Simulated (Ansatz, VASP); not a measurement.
# InSe: VASP beside Ansatz

```
In Se
1.0
     2.03923    1.17735    8.47978
    -2.03923    1.17735    8.47978
     0.00000   -2.35469    8.47978
In Se
2 2
Direct
  0.00000 0.00000 0.00000
  0.11220 0.11220 0.11220
  0.61550 0.61550 0.61550
  0.83000 0.83000 0.83000
```

Change from the starting cell: volume scaled by 1.06, crystal datasets.

Alike in both runs: task electric field gradients; functional PBE; k mesh 7 × 7 × 7; occupations fermi-dirac, width 0.01 eV; no spin polarisation.

|  | VASP | Ansatz |
| --- | --- | --- |
| version | VASP 6.6.1 | Ansatz 0.2.0 |
| potentials or method | VASP PAW PBE potentials, release 64 (In_d, Se), cutoff 520 eV | all-electron PAW with datasets made for the crystal, scalar-relativistic |

VASP gave:

| Item | Value |
| --- | --- |
| gap on the k mesh at the Fermi level (eV) | 0.60 |
| pressure (GPa) | 0.0 |
| traceless stress, the component that is largest in VASP (GPa) | -0.34 |
| rms of the force components (eV/Å) | 0.093 |
| size of Vzz on the site where it differs most (V/Å²) | 60.1 |

Q: Which values does Ansatz return?

A: gap on the k mesh at the Fermi level (eV): 0.61; pressure (GPa): 0.0; traceless stress, the component that is largest in VASP (GPa): -0.34; rms of the force components (eV/Å): 0.098; size of Vzz on the site where it differs most (V/Å²): 62.7.

Atom by atom the forces differ by 0.007 eV/Å (rms over components). Ansatz ran all-electron here, and VASP with PAW potentials.
